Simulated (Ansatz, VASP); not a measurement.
# LiF in VASP and in Ansatz

The input POSCAR:

```
LiF
1.0
    0.0000000000      1.9848973817      2.0013784472
    1.9848973817      0.0000000000      2.0013784472
    1.9848973817      1.9848973817      0.0000000000
Li F
1 1
Direct
    0.0000000000      0.0000000000      0.0000000000
    0.5000000000      0.5000000000      0.5000000000
```

The input INCAR.step1:

```
SYSTEM = LiF
PREC = Accurate ; ENCUT = 520
ISMEAR = 0 ; SIGMA = 0.01
LREAL = .FALSE. ; LASPH = .TRUE.
NELM = 60 ; NBANDS = 12
GGA = PE ; ALGO = Normal
EDIFF = 1E-4 ; LWAVE = .TRUE.
LCHARG = .FALSE.
```

File INCAR.step2:

```
SYSTEM = LiF
PREC = Accurate ; ENCUT = 520
EDIFF = 1E-7 ; ISMEAR = 0
SIGMA = 0.01 ; LREAL = .FALSE.
LASPH = .TRUE. ; NELM = 60
ALGO = Normal ; ISIF = 2
LWAVE = .FALSE. ; LCHARG = .FALSE.
METAGGA = R2SCAN ; LMIXTAU = .TRUE.
NBANDS = 12 ; ISTART = 1
```

File KPOINTS:

```
regular mesh
0
G
  10 10 10
  0 0 0
```

Input for Ansatz:

```yaml
crystal:
  lattice:
    - [0.0, 1.9848973817, 2.0013784472]
    - [1.9848973817, 0.0, 2.0013784472]
    - [1.9848973817, 1.9848973817, 0.0]
  atoms:
    - { symbol: Li, position: [0.0, 0.0, 0.0] }
    - { symbol: F, position: [0.5, 0.5, 0.5] }
kpoints:
  mp_grid: { grid: [10, 10, 10] }
  band_path:
    path:
      - [0.0, 0.0, 0.0]
      - [0.5, 0.0, 0.5]
      - [0.625, 0.25, 0.625]
      - [0.375, 0.375, 0.75]
      - [0.5, 0.5, 0.5]
      - [0.5, 0.25, 0.75]
    npoints: 1
hamiltonian:
  xc: r2scan
scf:
  occupations: { method: fixed }
  n_extra_bands: 4
output:
  forces: true
  stress: true
  eigenvalues: true
```

Change from the starting cell: epitaxial_xy strain -0.5%.

Alike in both runs: task single point; functional r2SCAN; k mesh 10 × 10 × 10; no spin polarisation.

|  | VASP | Ansatz |
| --- | --- | --- |
| version | VASP 6.6.1 | Ansatz 0.2.0 |
| potentials or method | VASP PAW PBE potentials, release 64 (Li_sv, F) | plane waves, PAW |
| plane-wave cutoff (eV) | 520 | 500 |
| occupations | gaussian, width 0.01 eV | fixed |
| valence electrons in the cell | 10 | 10 |

|  | VASP | Ansatz | Ansatz less VASP |
| --- | --- | --- | --- |
| gap on the k mesh at the Fermi level (eV) | 10.60 | 10.38 | -0.222 |

VASP's potentials were made for PBE, not for r2SCAN.

Noted on VASP's run: the cutoff is short for stress, so the pressure is rough.
